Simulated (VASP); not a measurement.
# TePt (R-3m) in VASP: single point with PBEsol

Aim: the single point of TePt with PBEsol.

All numbers are computed with VASP 6.6.1; they aren't measurements. Logs are shortened: lines on timing, memory, paths and dates and some standing lists are left out, and cuts for length are marked.

## (1) The cell of the first run

Symmetry: R-3m, No. 166, trigonal system. Conventional cell: a = 3.964 Å, b = 3.964 Å, c = 19.833 Å, α = 90.00°, β = 90.00°, γ = 120.00°. Te (site symmetry 3m) has 6 Pt at 2.60 to 3.52 Å and 3 Te at 3.54 Å within 3.6 Å. Pt (site symmetry 3m) has 6 Te at 2.60 to 3.52 Å and 3 Pt at 2.71 Å within 3.6 Å.

## (2) Single point, PBEsol

File INCAR:

```
SYSTEM = TePt
ALGO = Normal
EDIFF = 1E-6
ENCUT = 520
GGA = PS
ISIF = 2
ISMEAR = 0
LASPH = .True.
LCHARG = .False.
LREAL = .False.
LWAVE = .False.
NBANDS = 24
NELM = 80
PREC = Accurate
SIGMA = 0.1
```

File KPOINTS:

```
k-points
0
Gamma
  12 12 12
  0 0 0
```

File POSCAR:

```
TePt
1.0
    1.9819542164      1.1442818004      6.6109068043
   -1.9819542164      1.1442818004      6.6109068043
    0.0000000000     -2.2885636007      6.6109068043
Te Pt
2 2
Direct
    0.5984785784      0.5984785784      0.5984785784
    0.4015214216      0.4015214216      0.4015214216
    0.8698131405      0.8698131405      0.8698131405
    0.1301868595      0.1301868595      0.1301868595
```

Potentials or basis: VASP PAW PBE potentials, release 64 (Te, Pt).

Run with:

```
cat potpaw_PBE.64/Te/POTCAR potpaw_PBE.64/Pt/POTCAR > POTCAR
mpirun -np 1 vasp_std > vasp.out
```

OUTCAR:

```text
SYSTEM = TePt
   EDIFF = 1E-6
   ENCUT = 520
   GGA = PS
   ISIF = 2
   ISMEAR = 0
   LASPH = .True.
   LREAL = .False.
   NELM = 80
   PREC = Accurate

 ion  position               nearest neighbor table
   1  0.598  0.598  0.598-   3 2.60   3 2.60   3 2.60   4 3.52   4 3.52   4 3.52   2 3.54   2 3.54
                             2 3.54
   2  0.402  0.402  0.402-   4 2.60   4 2.60   4 2.60   3 3.52   3 3.52   3 3.52   1 3.54   1 3.54
                             1 3.54
   3  0.870  0.870  0.870-   1 2.60   1 2.60   1 2.60   4 2.71   4 2.71   4 2.71   2 3.52   2 3.52
                             2 3.52
   4  0.130  0.130  0.130-   2 2.60   2 2.60   2 2.60   3 2.71   3 2.71   3 2.71   1 3.52   1 3.52
                             1 3.52

  LATTYP: Found a trigonal (rhomboedric) cell.
 ALAT       =     6.9958281947
 COS(alpha) =     0.8394763742

  Lattice vectors:

 A1 = (   1.9819542164,   1.1442818004,   6.6109068043)
 A2 = (  -1.9819542164,   1.1442818004,   6.6109068043)
 A3 = (   0.0000000000,  -2.2885636007,   6.6109068043)

Analysis of symmetry for initial positions (statically):
=====================================================================
 Subroutine PRICEL returns:
 Original cell was already a primitive cell.

 Routine SETGRP: Setting up the symmetry group for a
 trigonal (rhombohedral) supercell.

 Subroutine GETGRP returns: Found 12 space group operations
 (whereof 12 operations were pure point group operations)
 out of a pool of 12 trial point group operations.

The static configuration has the point symmetry D_3d.

Analysis of symmetry for dynamics (positions and initial velocities):
=====================================================================
 Subroutine PRICEL returns:
 Original cell was already a primitive cell.

 Routine SETGRP: Setting up the symmetry group for a
 trigonal (rhombohedral) supercell.

 Subroutine GETGRP returns: Found 12 space group operations
 (whereof 12 operations were pure point group operations)
 out of a pool of 12 trial point group operations.

The dynamic configuration has the point symmetry D_3d.

 Subroutine INISYM returns: Found 12 space group operations
 (whereof 12 operations are pure point group operations),
 and found     1 'primitive' translations

----------------------------------------------------------------------------------------

                                     Primitive cell

  volume of cell :      89.9578

  direct lattice vectors                    reciprocal lattice vectors
     1.981954216  1.144281800  6.610906804     0.252276261  0.145651767  0.050421726
    -1.981954216  1.144281800  6.610906804    -0.252276261  0.145651767  0.050421726
     0.000000000 -2.288563601  6.610906804     0.000000000 -0.291303535  0.050421726

  length of vectors
     6.995828195  6.995828195  6.995828195     0.295635079  0.295635079  0.295635079

  position of ions in fractional coordinates (direct lattice)
     0.598478578  0.598478578  0.598478578
     0.401521422  0.401521422  0.401521422
     0.869813140  0.869813140  0.869813140
     0.130186860  0.130186860  0.130186860

  ion indices of the primitive-cell ions
   primitive index   ion index
                 1           1
                 2           2
                 3           3
                 4           4

----------------------------------------------------------------------------------------

 KPOINTS: k-points

Automatic generation of k-mesh.
 Grid dimensions read from file:
 generate k-points for:   12   12   12

 Generating k-lattice:

  Cartesian coordinates                     Fractional coordinates (reciprocal lattice)
     0.021023022  0.012137647  0.004201811     0.083333333  0.000000000  0.000000000
    -0.021023022  0.012137647  0.004201811     0.000000000  0.083333333  0.000000000
     0.000000000 -0.024275295  0.004201811     0.000000000  0.000000000  0.083333333

  Length of vectors
     0.024636257  0.024636257  0.024636257

  Shift w.r.t. Gamma in fractional coordinates (k-lattice)
     0.000000000  0.000000000  0.000000000

 Subroutine IBZKPT returns following result:
 ===========================================

 Found    189 irreducible k-points:

 Following reciprocal coordinates:
            Coordinates               Weight
  0.000000  0.000000  0.000000      1.000000
  0.083333 -0.000000  0.000000      6.000000
  0.166667 -0.000000  0.000000      6.000000
  0.250000  0.000000  0.000000      6.000000
  0.333333 -0.000000 -0.000000      6.000000
  0.416667 -0.000000  0.000000      6.000000
[... 16 lines left out ...]
  0.500000  0.166667  0.000000     12.000000
 -0.416667  0.166667  0.000000     12.000000
 [... further k-points ...]
   k-points           NKPTS =    189   k-points in BZ     NKDIM =    189   number of bands    NBANDS=     24
   number of dos      NEDOS =    301   number of ions     NIONS =      4
   total plane-waves  NPLWV = 157464
   dimension x,y,z NGX =    54 NGY =   54 NGZ =   54
   dimension x,y,z NGXF=   108 NGYF=  108 NGZF=  108
   ions per type =               2   2
   NGX,Y,Z   is equivalent  to a cutoff of  12.83, 12.83, 12.83 a.u.
   NGXF,Y,Z  is equivalent  to a cutoff of  25.66, 25.66, 25.66 a.u.
 SYSTEM =  TePt
   PREC   = accura    normal or accurate (medium, high low for compatibility)
   ISTART =      0    job   : 0-new  1-cont  2-samecut
   ICHARG =      2    charge: 1-file 2-atom 10-const
   ISPIN  =      1    spin polarized calculation?
   LNONCOLLINEAR =      F non collinear calculations
   LSORBIT =      F    spin-orbit coupling
   LASPH  =      T    aspherical Exc in radial PAW
   ENCUT  =  520.0 eV  38.22 Ry    6.18 a.u.  13.01 13.01 13.01*2*pi/ulx,y,z
   NELM   =     80;   NELMIN=  2; NELMDL= -5     # of ELM steps
   EDIFF  = 0.1E-05   stopping-criterion for ELM
   LREAL  =      F    real-space projection
   EDIFFG = 0.1E-04   stopping-criterion for IOM
   NSW    =      0    number of steps for IOM
   IBRION =     -1    ionic relax: 0-MD 1-quasi-New 2-CG
   NFREE  =      0    steps in history (QN), initial steepest desc. (CG)
   ISIF   =      2    stress and relaxation
   ISYM   =      2    0-nonsym 1-usesym 2-fastsym
   POTIM  = 0.5000    time-step for ionic-motion
   TEBEG  =    0.0;   TEEND  =   0.0 temperature during run
   PSTRESS=    0.0 pullay stress
   NELECT =      32.0000    total number of electrons
   NUPDOWN=      -1.0000    fix difference up-down
   EMIN   =  10.00;   EMAX   =-10.00  energy-range for DOS
   EFERMI =   0.00;   METHOD = LEGACY
   ISMEAR =     0;   SIGMA  =   0.10  broadening in eV -4-tet -1-fermi 0-gaus
   EFERMI_NEDOS =   21; number of points for ismear=-14 and -15
   IALGO  =     38    algorithm
   IMIX   =      4    mixing-type and parameters
     AMIX     =   0.40;   BMIX     =  1.00
     AMIX_MAG =   1.60;   BMIX_MAG =  1.00
  volume/ion in A,a.u.               =      22.49       151.77
  Fermi-wavevector in a.u.,A,eV,Ry     =   1.159966  2.192018 18.306921  1.345521
  Thomas-Fermi vector in A             =   2.296553
   LORBIT       =      0    0 simple, 1 ext, 2 COOP (PROOUT), +10 PAW based schemes
   GGA     = PS    functional components
   LHFCALC =     F    Hartree Fock is set to
   AEXX    =    0.0000 exact exchange contribution
   IVDW    =     0    specifies the selected vdW correction
   LEPSILON=     F    determine dielectric tensor
   LRPA    =     F    only Hartree local field effects (RPA)
 non-spin polarized calculation
 Gauss-broadening in eV      SIGMA  =   0.10
  energy-cutoff  :      520.00
  volume of cell :       89.96
 maximum number of plane-waves:      2455
 NGX is ok and might be reduce to    54
   NGX = 27   NGY = 27   NGZ = 27

 number of electron      31.9999999 magnetization

 Free energy of the ion-electron system (eV)
  ---------------------------------------------------
  ext. energy  EPLUGINS =         0.00000000
  ---------------------------------------------------
  free energy    TOTEN  =       -22.36423473 eV

  energy without entropy =      -22.35642207  energy(sigma->0) =      -22.36032840

 E-fermi :   8.3626     XC(G=0): -11.0827

 val. band max:        8.3494405046   @ k =   0.5000   0.1667   0.1667
 cond. band min:       8.3861280843   @ k =   0.4167   0.4167   0.1667
 fundamental gap:      0.0366875797
 Fermi energy:         8.3626178098

 k-point     1 :       0.0000    0.0000    0.0000
  band No.  band energies     occupation
      1      -5.0052      2.00000
      2      -3.3810      2.00000
      3       1.4947      2.00000
      4       2.8485      2.00000
      5       2.8485      2.00000
      6       3.5359      2.00000
[... 16 lines left out ...]
     23      14.6790      0.00000
     24      16.2286      0.00000

 k-point     2 :       0.0833   -0.0000    0.0000
  band No.  band energies     occupation
      1      -4.9324      2.00000
      2      -3.3573      2.00000
      3       1.5722      2.00000
      4       2.8621      2.00000
      5       2.8935      2.00000
      6       3.4341      2.00000
[... 16 lines left out ...]
     23      14.8793      0.00000
     24      15.5739      0.00000

 k-point     3 :       0.1667   -0.0000    0.0000
  band No.  band energies     occupation
      1      -4.7235      2.00000
      2      -3.2867      2.00000
      3       1.7670      2.00000
      4       2.8913      2.00000
      5       2.9147      2.00000
      6       3.2733      2.00000
[... 16 lines left out ...]
     23      15.3650      0.00000
     24      15.5903      0.00000
[... 514 lines left out ...]
 k-point    23 :       0.5000    0.1667    0.0000
  band No.  band energies     occupation
      1      -3.5805      2.00000
      2      -3.0113      2.00000
      3       1.8847      2.00000
      4       2.3339      2.00000
      5       3.2508      2.00000
      6       3.6562      2.00000
[... 16 lines left out ...]
     23      15.8811      0.00000
     24      17.2447      0.00000

 k-point    24 :      -0.4167    0.1667    0.0000
  band No.  band energies     occupation
      1      -3.4696      2.00000
      2      -2.9831      2.00000
      3       1.9285      2.00000
      4       2.2350      2.00000
      5       3.2732      2.00000
      6       3.6500      2.00000
[... 16 lines left out ...]
     23      16.0111      0.00000
     24      17.6044      0.00000

 [... further k-points ...]

------------------------ aborting loop because EDIFF is reached ----------------------------------------

  FORCE on cell =-STRESS in cart. coord.  units (eV):
  Direction    XX          YY          ZZ          XY          YZ          ZX
  --------------------------------------------------------------------------------------
  -------------------------------------------------------------------------------------
  Total       -0.0904167     -0.0904167     -0.0710798      0.0000000     -0.0000000      0.0000000
  in kB       -1.6103502     -1.6103502     -1.2659531      0.0000000     -0.0000000      0.0000000
  external PRESSURE =      -1.4955512 kB  Pullay stress =       0.0000000 kB

 VOLUME and BASIS-vectors are now :
 -----------------------------------------------------------------------------
  energy-cutoff  :      520.00
  volume of cell :       89.96
      direct lattice vectors                 reciprocal lattice vectors
     1.981954216  1.144281800  6.610906804     0.252276261  0.145651767  0.050421726
    -1.981954216  1.144281800  6.610906804    -0.252276261  0.145651767  0.050421726
     0.000000000 -2.288563601  6.610906804     0.000000000 -0.291303535  0.050421726

 POSITION                                       TOTAL-FORCE (eV/Angst)
 -----------------------------------------------------------------------------------
      0.00000      0.00000     11.86946         0.000000     -0.000000     -0.008035
      0.00000      0.00000      7.96326         0.000000      0.000000      0.008035
      0.00000      0.00000     17.25076         0.000000     -0.000000     -0.001481
      0.00000      0.00000      2.58196         0.000000      0.000000      0.001481
 -----------------------------------------------------------------------------------
    total drift:                                0.000000      0.000000      0.000000

  FREE ENERGIE OF THE ION-ELECTRON SYSTEM (eV)
  ---------------------------------------------------
  free  energy   TOTEN  =       -22.3642347326 eV

  energy  without entropy=      -22.3564220689  energy(sigma->0) =      -22.36032840
```

Run time: 42 min. Hardware: 1 thread of AMD EPYC, shared host; peak memory 0.61 GiB.

What came out:

* Free energy: -22.3642 eV
* Pressure: -0.1 GPa
* Largest force: 0.008 eV/Å
* Band gap on the k mesh: zero (bands 16 and 17 overlap by 2.61 eV)

Forces in eV/Å, atoms in the order of the input:
```
Te   0.000  0.000 -0.008
Te   0.000  0.000  0.008
Pt   0.000  0.000 -0.001
Pt   0.000  0.000  0.001
```

Levels at points of the mesh, in eV from the Fermi level:
| k point | band 12 | band 13 | band 14 | band 15 | band 16 | band 17 | band 18 | band 19 | band 20 | band 21 |
| --- | --- | --- | --- | --- | --- | --- | --- | --- | --- | --- |
| (0.00, 0.00, 0.00) | -1.90 | -1.70 | 0.65 | 0.65 | 0.92 | 1.26 | 2.89 | 2.89 | 4.60 | 6.13 |
| (0.50, 0.00, 0.00) | -2.51 | -2.47 | -1.95 | -1.79 | -1.05 | 0.37 | 1.35 | 1.99 | 3.80 | 4.80 |
| (0.50, 0.50, 0.00) | -2.46 | -2.44 | -1.78 | -1.73 | -1.34 | -1.11 | 2.61 | 3.92 | 4.78 | 5.51 |
| (0.50, 0.50, 0.50) | -1.88 | -1.64 | -1.62 | 1.25 | 1.25 | 1.93 | 1.93 | 3.53 | 4.55 | 4.76 |

Caveat: the PAW data sets were made with another functional, which shifts forces and pressure a little; spin-orbit coupling is left out, which moves the levels of the heavy elements.
